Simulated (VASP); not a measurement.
Wanted: the native input for a VASP 6.6.1 run.

```yaml
Task: relaxation of cell and atoms
Functional: PBE
Potentials_or_basis: VASP PAW PBE potentials, release 64 (Sc_sv, Sb, Se)
Cutoff: 600 eV
k_mesh: 4 × 4 × 2
Occupations: gaussian, width 0.1 eV
Spin: no spin polarisation
Dipole_correction: no
Further_INCAR_settings: ALGO = Normal; EDIFF = 1e-06; IBRION = 2; EDIFFG = -0.04; NSW = 90; ISIF = 3
```

The structure of ScSbSe3 lies in POSCAR:

```
ScSbSe3
1.0
    4.4744707000      0.0000000000      0.0000000000
    0.0000000000      4.4744707000      0.0000000000
    0.0000000000      0.0000000000      7.4894321800
Sc Sb Se
1 1 3
Direct
    0.5000000000      0.5000000000      0.0000000000
    0.0000000000      0.0000000000      0.0000000000
    0.0000000000      0.0000000000      0.2777823400
    0.0000000000      0.0000000000      0.7222176600
    0.5000000000      0.5000000000      0.5000000000
```

The cell was generated, and may not be a known phase.

One way to write it, as run:

INCAR

```
SYSTEM = ScSbSe3
  PREC = Accurate
  ENCUT = 600
  EDIFF = 1E-6
  ISMEAR = 0
  SIGMA = 0.1
  LREAL = .False.
  LASPH = .True.
  NELM = 80
  ALGO = Normal
  ISIF = 3
  LWAVE = .False.
  LCHARG = .False.
  GGA = PE
  IBRION = 2
  NSW = 90
  EDIFFG = -0.04
```

KPOINTS

```
Automatic mesh
0
Gamma
  4 4 2
  0 0 0
```

Potentials or basis: VASP PAW PBE potentials, release 64 (Sc_sv, Sb, Se).

Run with:

```sh
$ cat potpaw_PBE.64/Sc_sv/POTCAR potpaw_PBE.64/Sb/POTCAR potpaw_PBE.64/Se/POTCAR > POTCAR
$ mpirun -np 1 vasp_std > vasp.out
```

It gave:

The relaxed volume is 26.33 Å³/atom. The relaxed cell is a = 4.074 Å, b = 4.074 Å, c = 7.932 Å, α = 90.00°, β = 90.00°, γ = 90.00°. The space group after relaxing (to 0.1 Å) is P4/mmm (No. 123) and the energy gained by relaxing is 1156.3 meV/atom. The ionic steps are 19, the pressure after relaxing is 0.0 GPa and the largest force after relaxing is 0.010 eV/Å. The band gap on the k mesh is zero (bands 17 and 18 overlap by 1.29 eV).

Caveat: the k points lie up to 0.40 Å⁻¹ apart in the final cell, too coarse for converged energies and pressures of a metal; spin-orbit coupling is left out, which moves the levels of the heavy elements.

Run time: 19 min on 1 thread of Oxide Virtual Turin-like Processor (shared host), peak memory 0.29 GiB.
